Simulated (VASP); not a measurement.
Input of a VASP 6.6.1 run:

Contents of INCAR:

```
SYSTEM = TiAl
  PREC = Accurate
  ENCUT = 520
  EDIFF = 1E-7
  ISMEAR = 0
  SIGMA = 0.15
  LREAL = .False.
  LASPH = .True.
  NELM = 80
  ALGO = Fast
  ISIF = 2
  LWAVE = .False.
  LCHARG = .True.
  GGA = PS
  LELF = .True.
  LVHAR = .True.
  NBANDS = 14
```

Contents of KPOINTS:

```
Automatic mesh
0
Gamma
  24 24 14
  0 0 0
```

POSCAR

```
TiAl
1.0
    2.8478212847      0.0000000000      0.0000000000
   -1.4239106423      2.4662855780      0.0000000000
    0.0000000000      0.0000000000      4.9895403186
Ti Al
1 1
Direct
    0.0000000000      0.0000000000      0.0000000000
    0.3333333333      0.6666666667      0.5000000000
```

Potentials or basis: VASP PAW PBE potentials, release 64 (Ti_sv, Al).

The run is started by

```console
$ cat potpaw_PBE.64/Ti_sv/POTCAR potpaw_PBE.64/Al/POTCAR > POTCAR
$ mpirun -np 1 vasp_std > vasp.out
```

Problem. Estimate the pressure.

Solution. -7.6 GPa.

Stress tensor (GPa, compression positive):
```
 -3.75   0.00   0.00
  0.00  -3.75   0.00
  0.00   0.00 -15.26
```

Caveat: the cell differs from its parent crystal (strain +0.000 along x and y, +0.080 along z); the PAW data sets were made with another functional, which shifts forces and pressure a little.
